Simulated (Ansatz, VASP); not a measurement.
**Pt in VASP and in Ansatz**

```
CELL_PARAMETERS angstrom
2.69197 0.00000 0.00000
-1.34599 2.33132 0.00000
0.00000 0.00000 4.62239
ATOMIC_POSITIONS crystal
Pt 0.66667 0.33333 0.75000
Pt 0.33333 0.66667 0.25000
```

Change from the starting cell: strain -0.015 along x and y, -0.030 along z, atoms carried along.

Alike in both runs: task single point; functional r2SCAN; k mesh 24 × 24 × 12; occupations gaussian, width 0.15 eV; no spin polarisation.

|  | VASP | Ansatz |
| --- | --- | --- |
| version | VASP 6.6.1 | Ansatz 0.2.0 |
| potentials or method | VASP PAW PBE potentials, release 64 (Pt), cutoff 520 eV | scalar-relativistic, plane waves, PAW |
| valence electrons in the cell | 20 | 36 |

|  | VASP | Ansatz | Ansatz less VASP |
| --- | --- | --- | --- |
| gap on the k mesh at the Fermi level (eV) | none | none | - |
| pressure (GPa) | 19.7 | 18.7 | -1.05 |
| traceless stress, the component that is largest in VASP (GPa) | 0.25 | 0.47 | +0.224 |

VASP's potentials were made for PBE, not for r2SCAN. A gap of «none» marks a metal or a gap that the smearing closes. VASP's potentials hold 20 valence electrons a cell and Ansatz's 36, so a difference there can come from the potentials and not from the codes.

Spin-orbit coupling is off throughout.
